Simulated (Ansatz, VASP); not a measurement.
## TlCl in VASP and in Ansatz

```
Tl Cl
1.0
     3.76930    0.00000    0.00000
     0.00000    3.76930    0.00000
     0.00000    0.00000    3.75046
Tl Cl
1 1
Direct
  0.00000 0.00000 0.00000
  0.50000 0.50000 0.50000
```

Change from the starting cell: z stretched by -0.5 %, x and y held.

Alike in both runs: task single point; functional PBEsol; k mesh 6 × 6 × 6; no spin polarisation.

|  | VASP | Ansatz |
| --- | --- | --- |
| version | VASP 6.6.1 | Ansatz 0.2.0 |
| potentials or method | VASP PAW PBE potentials, release 64 (Tl_d, Cl), cutoff 500 eV | all-electron LAPW, scalar-relativistic |
| occupations | gaussian, width 0.01 eV | fixed |

```tsv
	VASP	Ansatz	Ansatz less VASP
gap on the k mesh at the Fermi level (eV)	1.76	1.76	-0.006
pressure (GPa)	0.1	0.2	+0.07
traceless stress, the component that is largest in VASP (GPa)	0.09	0.09	0.000
```

VASP's potentials were made for PBE, not for PBEsol. Ansatz ran all-electron here, and VASP with PAW potentials.

Spin-orbit coupling is off throughout.
